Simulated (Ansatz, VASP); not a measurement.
# NaH in VASP and in Ansatz

```xyz
2
Lattice="2.8948 0.0000 0.0000 0.0000 2.8948 0.0000 0.0000 0.0000 2.8948" Properties=species:S:1:pos:R:3 pbc="T T T"
Na    0.0000    0.0000    0.0000
H     1.4474    1.4474    1.4474
```

Alike in both runs: task single point; functional PBE; k mesh 6 × 6 × 6; no spin polarisation.

|  | VASP | Ansatz |
| --- | --- | --- |
| version | VASP 6.6.1 | Ansatz 0.2.0 |
| potentials or method | VASP PAW PBE potentials, release 64 (Na_pv, H), cutoff 520 eV | plane waves, PAW |
| occupations | gaussian, width 0.01 eV | fixed |
| valence electrons in the cell | 8 | 10 |

```csv
,VASP,Ansatz,Ansatz less VASP
pressure (GPa),1.9,1.9,+0.06
```

VASP's potentials hold 8 valence electrons a cell and Ansatz's 10, so a difference there can come from the potentials and not from the codes.
